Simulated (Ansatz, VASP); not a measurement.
Given: the input of a run of Ansatz 0.2.0 on CoO.

Contents of input.yaml:

```yaml
crystal:
  lattice:
    - [3.1976457435, 0.0, 0.0]
    - [-1.5988228718, 2.7692424462, 0.0]
    - [0.0, 0.0, 5.22870971]
  atoms:
    - { symbol: Co, position: [0.3333333333, 0.6666666667, 0.50336241], spin: 1.5 }
    - { symbol: Co, position: [0.0, 0.0, 0.00347414], spin: 1.5 }
    - { symbol: O, position: [0.3333333333, 0.6666666667, 0.8715556] }
    - { symbol: O, position: [0.0, 0.0, 0.37160885] }
hamiltonian:
  xc: pbesol
  pseudopotentials: { kind: paw }
magnetization:
  spin_polarized: true
  initial_magnetization: 3.0
  spin_locking: { lock_magnetization: hard }
kpoints:
  mp_grid: { grid: [8, 8, 5] }
scf:
  occupations: { method: fermi_dirac, width: 0.05 }
  lower_state_search: "off"
output:
  forces: true
  stress: true
  eigenvalues: true
```

Potentials or basis: Ansatz PAW.

The run is started by

```sh
$ ansatz run input.yaml --threads 2 --pin off --max-ram 5632MiB --backend cpu --events-out ev --progress --plain --runs-dir out
```

**Question.** Set up the same calculation for VASP 6.6.1. Potentials there: VASP PAW PBE potentials, release 64 (Co, O).

**Answer.** As run (the cutoff follows the program's own potentials):

Contents of INCAR:

```
SYSTEM = CoO
ALGO     = Normal         ! electronic algorithm
EDIFF    = 1E-6           ! SCF threshold, eV
ENCUT    = 520            ! plane-wave cutoff, eV
GGA      = PS             ! functional
ISIF     = 2              ! what is computed and relaxed
ISMEAR   = -1             ! smearing method
ISPIN    = 2              ! spin polarisation
LASPH    = .TRUE.         ! aspherical terms in the spheres
LCHARG   = .FALSE.        ! write CHGCAR
LMAXMIX  = 4              ! l up to which the mixer works
LORBIT   = 11             ! projections on sites
LREAL    = .FALSE.        ! projectors in reciprocal space
LWAVE    = .FALSE.        ! write WAVECAR
MAGMOM   = 1.5 1.5 0 0    ! initial moments
NBANDS   = 27             ! bands
NELM     = 150            ! most SCF steps
NUPDOWN  = 3.0            ! fixed moment
PREC     = Accurate       ! precision mode
SIGMA    = 0.05           ! smearing width, eV
```

Contents of KPOINTS:

```
k-points
0
G
  8 8 5
  0 0 0
```

POSCAR

```
CoO
1.0
    3.1976457435      0.0000000000      0.0000000000
   -1.5988228718      2.7692424462      0.0000000000
    0.0000000000      0.0000000000      5.2287097100
Co O
2 2
Direct
    0.3333333333      0.6666666667      0.5033624100
    0.0000000000      0.0000000000      0.0034741400
    0.3333333333      0.6666666667      0.8715556000
    0.0000000000      0.0000000000      0.3716088500
```

Potentials or basis: VASP PAW PBE potentials, release 64 (Co, O).

Command:

```console
$ cat potpaw_PBE.64/Co/POTCAR potpaw_PBE.64/O/POTCAR > POTCAR
$ mpirun -np 1 vasp_std > vasp.out
```

Both were run:

|  | VASP | Ansatz | Ansatz less VASP |
| --- | --- | --- | --- |
| pressure (GPa) | -18.4 | -18.5 | -0.03 |
| traceless stress, the component that is largest in VASP (GPa) | 5.08 | 5.18 | +0.100 |
| rms of the force components (eV/Å) | 0.086 | 0.081 | -0.0048 |
| net moment per atom (μB) | 0.75 | 0.75 | 0.000 |
| size of the moment on the site where the two differ most (μB) | 1.36 | 1.27 | -0.092 |

VASP's potentials were made for PBE, not for PBEsol. Site moments also hang on the region over which each program counts them. Atom by atom the forces differ by 0.005 eV/Å (rms over components). VASP's potentials hold 30 valence electrons a cell and Ansatz's 46, so a difference there can come from the potentials and not from the codes.
